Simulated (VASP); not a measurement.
# Si16C (a cell with a defect): single point with PBE

Si16C (a cell with a defect):

```
CELL_PARAMETERS angstrom
0.00000 5.43000 5.43000
5.43000 0.00000 5.43000
5.43000 5.43000 0.00000
ATOMIC_POSITIONS crystal
Si 0.97687 0.97805 0.99841
Si 0.09627 0.09904 0.15240
Si 0.97712 0.97804 0.54685
Si 0.19837 0.18786 0.55743
Si 0.98356 0.47328 0.02170
Si 0.10777 0.61033 0.13370
Si 0.97274 0.53136 0.49815
Si 0.10785 0.61041 0.64847
Si 0.47036 0.98752 0.02118
Si 0.60881 0.11639 0.12720
Si 0.54737 0.97469 0.48921
Si 0.60908 0.11640 0.64787
Si 0.48100 0.48987 0.01771
Si 0.60982 0.61351 0.13849
Si 0.48111 0.48989 0.51176
Si 0.60284 0.60827 0.64467
C 0.04888 0.01283 0.71935
```

```
Program                : VASP 6.6.1
Task                   : single point
Functional             : PBE
Potentials or basis    : VASP PAW PBE potentials, release 64 (Si, C)
Cutoff                 : 520 eV
k mesh                 : 2 × 2 × 2
Occupations            : fermi-dirac, width 0.05 eV
Spin                   : collinear spin, ferromagnetic start
Starting moments       : [0.0, 0.0, 0.0, 0.0, 0.0, 0.0, 0.0, 0.0, 0.0, 0.0, 0.0, 0.0, 0.0, 0.0, 0.0, 0.0, 1.0] μB
Dipole correction      : no
Further INCAR settings : LREAL = Auto; ALGO = Normal; EDIFF = 1e-07; NBANDS = 52
```

| Property | Result |
| --- | --- |
| Pressure | 4.5 GPa |
| Largest force | 0.064 eV/Å |
| Band gap on the k mesh | zero (filled and empty bands overlap) |
| Net moment | 0.00 μB per cell |
| Valence electrons inside the program's atomic spheres | Si 1.68, 1.65, 1.72, 1.70, 1.71, 1.73, 1.69; C 2.49 |

Forces in eV/Å, atoms in the order of the input:
```
Si  -0.035 -0.022  0.042
Si  -0.008  0.011 -0.033
Si   0.028  0.035  0.047
Si   0.003 -0.007 -0.048
Si  -0.002  0.004 -0.003
Si   0.008  0.011  0.015
Si   0.025 -0.025 -0.030
Si  -0.014 -0.004  0.014
Si   0.006 -0.004 -0.005
Si   0.005  0.012 -0.005
Si  -0.015  0.015 -0.021
Si  -0.010 -0.007 -0.006
Si  -0.021 -0.020 -0.003
Si   0.006 -0.004  0.005
Si   0.020  0.020 -0.004
Si  -0.002  0.002  0.060
C    0.008 -0.015 -0.026
```

Stress tensor (GPa, compression positive):
```
 3.27 -1.39 -0.06
-1.39  3.27  0.06
-0.06  0.06  6.88
```

Levels at points of the mesh, in eV from the Fermi level:
Spin up:
```tsv
k point	band 30	band 31	band 32	band 33	band 34	band 35	band 36	band 37	band 38	band 39
(0.00, 0.00, 0.00)	-1.48	-1.26	-0.87	-0.58	-0.56	-0.37	-0.21	0.24	0.37	0.61
(0.50, 0.00, 0.00)	-1.80	-1.36	-1.33	-1.11	-0.02	0.42	0.66	0.88	1.06	1.08
(0.00, 0.50, 0.00)	-1.79	-1.34	-1.29	-1.18	-0.11	0.48	0.68	0.90	1.04	1.16
(0.00, 0.00, 0.50)	-1.67	-1.47	-1.30	-1.09	-0.06	0.47	0.65	0.96	1.10	1.15
(0.50, 0.50, 0.50)	-1.67	-1.47	-1.30	-1.09	-0.06	0.47	0.65	0.96	1.10	1.15
(0.50, 0.50, 0.00)	-1.93	-1.91	-1.83	-1.17	0.27	0.43	1.06	1.40	1.62	1.67
(0.00, 0.50, 0.50)	-1.95	-1.92	-1.79	-1.12	-0.84	0.80	1.16	1.31	1.81	2.01
(0.50, 0.00, 0.50)	-1.95	-1.92	-1.79	-1.12	-0.84	0.80	1.16	1.31	1.81	2.01
```
Spin down:
```
           k point  band 30  band 31  band 32  band 33  band 34  band 35  band 36  band 37  band 38  band 39
(0.00, 0.00, 0.00)    -1.48    -1.26    -0.87    -0.58    -0.56    -0.37    -0.21     0.24     0.37     0.61
(0.50, 0.00, 0.00)    -1.80    -1.36    -1.33    -1.11    -0.02     0.42     0.66     0.88     1.06     1.08
(0.00, 0.50, 0.00)    -1.79    -1.34    -1.29    -1.18    -0.11     0.48     0.68     0.90     1.04     1.16
(0.00, 0.00, 0.50)    -1.67    -1.47    -1.30    -1.09    -0.06     0.47     0.65     0.96     1.10     1.15
(0.50, 0.50, 0.50)    -1.67    -1.47    -1.30    -1.09    -0.05     0.47     0.65     0.96     1.10     1.15
(0.50, 0.50, 0.00)    -1.93    -1.91    -1.83    -1.17     0.27     0.43     1.06     1.40     1.62     1.67
(0.00, 0.50, 0.50)    -1.95    -1.92    -1.79    -1.12    -0.84     0.80     1.16     1.31     1.81     2.01
(0.50, 0.00, 0.50)    -1.95    -1.92    -1.79    -1.12    -0.84     0.80     1.16     1.31     1.81     2.01
```

It took 15 min on 1 thread of Intel Xeon 6975P-C (shared host), peak memory 0.71 GiB.

Caveat: the k points lie up to 0.50 Å⁻¹ apart.
